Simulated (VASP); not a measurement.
A run of VASP 6.6.1:

The input INCAR:

```
SYSTEM = Al
PREC     = Accurate       ! precision mode
ENCUT    = 520            ! plane-wave cutoff, eV
EDIFF    = 1E-7           ! SCF threshold, eV
ISMEAR   = -1             ! smearing method
SIGMA    = 0.1            ! smearing width, eV
LREAL    = .FALSE.        ! projectors in reciprocal space
LASPH    = .TRUE.         ! aspherical terms in the spheres
NELM     = 80             ! most SCF steps
ALGO     = Normal         ! electronic algorithm
ISIF     = 2              ! what is computed and relaxed
LWAVE    = .FALSE.        ! write WAVECAR
LCHARG   = .TRUE.         ! write CHGCAR
GGA      = CA             ! functional
LELF     = .TRUE.         ! ELF
LVHAR    = .TRUE.       
NBANDS   = 8              ! bands
```

The input KPOINTS:

```
regular mesh
0
G
  22 22 22
  0 0 0
```

Contents of POSCAR:

```
Al
1.0
    0.0000000000      1.9916090289      1.9916090289
    1.9916090289      0.0000000000      1.9916090289
    1.9916090289      1.9916090289      0.0000000000
Al
1
Direct
    0.0000000000      0.0000000000      0.0000000000
```

Potentials or basis: VASP PAW LDA potentials, release 64 (Al).

Run with:

```bash
$ cat potpaw_LDA.64/Al/POTCAR > POTCAR
$ mpirun -np 1 vasp_std > vasp.out
```

Hardware: 1 thread of AMD EPYC 7R13 Processor (Zen 3), with other jobs on the host.

Task: How long does it take, and how much memory?

Result: It took 61 s on 1 thread of AMD EPYC 7R13 Processor (Zen 3), on a shared host, peak memory 0.12 GiB. Counts: scf iterations 10, k points 328.
